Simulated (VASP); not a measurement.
The system is PbSe.

```
CELL_PARAMETERS angstrom
3.78432 0.00000 0.00000
0.00000 3.78432 0.00000
0.00000 0.00000 3.78432
ATOMIC_POSITIONS crystal
Pb 0.00000 0.00000 0.00000
Se 0.50000 0.50000 0.50000
```

- Program: VASP 6.6.1
- Task: relaxation of cell and atoms
- Functional: PBEsol
- Dispersion: D3(BJ)
- Potentials or basis: VASP PAW PBE potentials, release 64 (Pb_d, Se)
- Cutoff: 600 eV
- k mesh: 7 × 7 × 7
- Occupations: fermi-dirac, width 0.05 eV
- Spin: no spin polarisation

At the start: pressure -5.6 GPa; volume 27.10 Å³/atom.

Where does the relaxation end?

Over 3 steps the energy falls by 53.8 meV/atom and the volume is 24.31 Å³/atom (-10.3 %); space group Pm-3m (No. 221, to 0.05 Å).

The path:
| step | energy change (eV) | largest force (eV/Å) | pressure (GPa) | volume (Å³) |
| --- | --- | --- | --- | --- |
| 1 | 0.0000 | 0.0000 | -5.57 | 54.20 |
| 2 | -0.0977 | 0.0000 | 2.25 | 47.14 |
| 3 | -0.1076 | 0.0000 | -0.01 | 48.62 |

Final structure:
```yaml
crystal:
  lattice:
    - [3.64981, 0.00000, 0.00000]
    - [0.00000, 3.64981, 0.00000]
    - [0.00000, 0.00000, 3.64981]
  atoms:
    - { symbol: Pb, position: [0.00000, 0.00000, 0.00000] }
    - { symbol: Se, position: [0.50000, 0.50000, 0.50000] }
```

Caveat: the PAW data sets were made with another functional, which shifts forces and pressure a little; pairwise dispersion overbinds metals, which lowers pressure and volume.
